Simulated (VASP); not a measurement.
# Ti4SeBr8 in VASP: further runs, part 2 of 2

VASP 6.6.1. The steps go on from the part before.

## (4) Single point, PBE

Contents of INCAR:

```
PREC     = Accurate       # precision mode
ENCUT    = 520            # plane-wave cutoff, eV
EDIFF    = 1E-6           # SCF threshold, eV
ISMEAR   = -1             # smearing method
SIGMA    = 0.02           # smearing width, eV
LREAL    = False          # projectors in reciprocal space
LASPH    = True           # aspherical terms in the spheres
NELM     = 60             # most SCF steps
ALGO     = Normal         # electronic algorithm
ISIF     = 2              # what is computed and relaxed
LWAVE    = False          # write WAVECAR
LCHARG   = False          # write CHGCAR
GGA      = PE             # functional
NBANDS   = 67             # bands
```

Contents of KPOINTS:

```
Automatic mesh
0
Gamma
  2 2 1
```

Contents of POSCAR:

```
Ti4SeBr8
1.0
    7.2580000000      0.0000000000      0.0000000000
   -3.6290000000      6.2856120000      0.0000000000
    0.0000000000      0.0000000000     17.8690000000
Ti Br Se
4 8 1
Direct
    0.0000000000      0.0000000000      0.0559628407
   -0.0000004773      0.4999990454      0.0559628407
    0.5000000000      0.0000000000      0.0559628407
    0.4999995227      0.4999990454      0.0559628407
    0.1089042545      0.2951025294      0.1482231798
    0.1600346762     -0.1829893414      0.3599697801
    0.1507550320      0.7989198188      0.1453466898
    0.2330762047      0.3314872124      0.3739660865
    0.6477577877      0.2789545394      0.1401869159
    0.6521490723      0.0321846146      0.4341317365
    0.6494001615      0.8221951975      0.1356875035
    0.7683295006      0.6591720902      0.3294812245
   -0.0227696528      0.3349236319      0.4561419218
```

Potentials or basis: VASP PAW PBE potentials, release 64 (Ti_sv, Br, Se).

On the command line:

```sh
$ cat potpaw_PBE.64/Ti_sv/POTCAR potpaw_PBE.64/Br/POTCAR potpaw_PBE.64/Se/POTCAR > POTCAR
$ mpirun -np 1 vasp_std > vasp.out
```

OUTCAR:

```text
PREC = Accurate
   ENCUT = 520
   EDIFF = 1E-6
   ISMEAR = -1
   LREAL = False
   LASPH = True
   NELM = 60
   ISIF = 2
   GGA = PE

 ion  position               nearest neighbor table
   1  0.000  0.000  0.056-   5 2.50  11 2.62   7 2.73
   2  1.000  0.500  0.056-   7 2.47   5 2.59   9 2.70
   3  0.500  0.000  0.056-   9 2.31  11 2.50   7 2.72
   4  0.500  0.500  0.056-  11 2.48   9 2.78
   5  0.109  0.295  0.148-   1 2.50   2 2.59
   6  0.160  0.817  0.360-  12 2.54
   7  0.151  0.799  0.145-   2 2.47   3 2.72   1 2.73
   8  0.233  0.331  0.374-  13 2.38
   9  0.648  0.279  0.140-   3 2.31   2 2.70   4 2.78
  10  0.652  0.032  0.434-  13 2.32
  11  0.649  0.822  0.136-   4 2.48   3 2.50   1 2.62
  12  0.768  0.659  0.329-   6 2.54
  13  0.977  0.335  0.456-  10 2.32   8 2.38

  LATTYP: Found a hexagonal cell.
 ALAT       =     7.2580000000
 C/A-ratio  =     2.4619729953

  Lattice vectors:
[... 191 lines left out ...]
      3     -58.7967      2.00000
      4     -58.7323      2.00000
      5     -35.2547      2.00000
      6     -35.1878      2.00000
[... 269 lines left out ...]
     66       0.0298      0.00000
     67       0.1018      0.00000

------------------------ aborting loop because EDIFF is reached ----------------------------------------

  FORCE on cell =-STRESS in cart. coord.  units (eV):
  Direction    XX          YY          ZZ          XY          YZ          ZX
  --------------------------------------------------------------------------------------
  -------------------------------------------------------------------------------------
  Total      -13.7024869     -5.4514208      2.6392186     -2.0963690      4.6271092      0.8449278
  in kB      -26.9305483    -10.7140953      5.1870588     -4.1201548      9.0940125      1.6606014
  external PRESSURE =     -10.8191949 kB  Pullay stress =       0.0000000 kB

 VOLUME and BASIS-vectors are now :
 -----------------------------------------------------------------------------
  energy-cutoff  :      520.00
  volume of cell :      815.20
      direct lattice vectors                 reciprocal lattice vectors
     7.258000000  0.000000000  0.000000000     0.137779002  0.079546749  0.000000000
    -3.629000000  6.285612000  0.000000000     0.000000000  0.159093498  0.000000000
     0.000000000  0.000000000 17.869000000     0.000000000  0.000000000  0.055962841

 POSITION                                       TOTAL-FORCE (eV/Angst)
 -----------------------------------------------------------------------------------
      0.00000      0.00000      1.00000         0.080119     -0.421588     -0.224160
      5.44350      3.14280      1.00000        -0.114033     -0.527694     -0.274679
      3.62900      0.00000      1.00000        -0.469063     -1.373393     -1.480332
      1.81450      3.14280      1.00000        -0.057169     -0.669090      0.019513
     -0.28050      1.85490      2.64860         0.907855      0.598904      0.113101
     -1.80340      5.13541      6.43230        -0.299780     -0.019579     -0.160499
     -1.80510      5.02170      2.59720        -0.209148      0.688513      0.106326
      0.48870      2.08360      6.68240        -0.208607      0.084472      0.263639
      3.68910      1.75340      2.50500        -0.606641      2.070682      1.098899
      4.61650      0.20230      7.75750        -0.188203     -0.341685     -0.012447
      1.72960      5.16800      2.42460         0.456688     -0.368897      0.632861
      3.18440      4.14330      5.88750         0.456643      0.049581      0.068782
      5.87730      2.10520      8.15080         0.251338      0.229775     -0.151004
 -----------------------------------------------------------------------------------
    total drift:                               -0.000315      0.000370      0.001451

  FREE ENERGIE OF THE ION-ELECTRON SYSTEM (eV)
  ---------------------------------------------------
  free  energy   TOTEN  =       -45.6335769367 eV

  energy  without entropy=      -45.5860997269  energy(sigma->0) =      -45.60983833
```

stdout:

```text
POSCAR found type information on POSCAR TiBrSe
 POSCAR found :  3 types and      13 ions
 scaLAPACK will be used
 LDA part: xc-table for (Slater+PW92), standard interpolation
 POSCAR, INCAR and KPOINTS ok, starting setup
 FFT: planning ... GRIDC
 FFT: planning ... GRID_SOFT
 FFT: planning ... GRID
 WAVECAR not read
 entering main loop
```

It took 17 min on 1 thread of Intel Xeon Platinum 8488C (Sapphire Rapids), shared host; peak memory 0.91 GiB.

Results:

```
Free energy            : -45.6336 eV
Largest force          : 2.421 eV/Å
Band gap on the k mesh : zero (bands 55 and 56 overlap by 0.11 eV)
```

Forces on the atoms (eV/Å):
```
Ti   0.080 -0.422 -0.224
Ti  -0.114 -0.528 -0.275
Ti  -0.469 -1.373 -1.480
Ti  -0.057 -0.669  0.020
Br   0.908  0.599  0.113
Br  -0.300 -0.020 -0.160
Br  -0.209  0.689  0.106
Br  -0.209  0.084  0.264
Br  -0.607  2.071  1.099
Br  -0.188 -0.342 -0.012
Br   0.457 -0.369  0.633
Br   0.457  0.050  0.069
Se   0.251  0.230 -0.151
```

Levels at points of the mesh, in eV from the Fermi level:
```csv
k point,band 52,band 53,band 54,band 55,band 56,band 57
"(0.00, 0.00, 0.00)",-0.31,-0.24,0.02,0.05,0.11,0.20
"(0.50, 0.00, 0.00)",-0.32,-0.31,-0.04,0.02,0.05,0.07
"(0.00, 0.50, 0.00)",-0.24,-0.22,-0.14,-0.10,-0.06,-0.04
"(0.50, 0.50, 0.00)",-0.31,-0.30,-0.07,-0.03,0.02,0.06
```

Caveat: the k points lie up to 0.50 Å⁻¹ apart; there is no dipole correction, which matters where the two faces differ; semilocal functionals often make such compounds metallic where correlation or magnetic order opens a gap, which also shifts bond lengths.

## (5) Summary

| cell | gap on the mesh (eV) | largest force (eV/Å) |
| --- | --- | --- |
| as given, atomic positions A | none | 0.07 |
| as given, atomic positions B | none | 1.09 |
| as given, atomic positions C | none | 2.42 |

Alike in all rows: task single point; level PBE; potentials or basis VASP PAW PBE potentials, release 64 (Ti_sv, Br, Se); no spin polarisation; k mesh 2 × 2 × 1; cutoff (eV) 520; smearing fermi-dirac 0.02 eV.

Caveats: all runs use coarse meshes; there is no dipole correction, which matters where the two faces differ; semilocal functionals often make such compounds metallic where correlation or magnetic order opens a gap, which also shifts bond lengths.

Absolute energies hang on the potentials; compare differences alone.
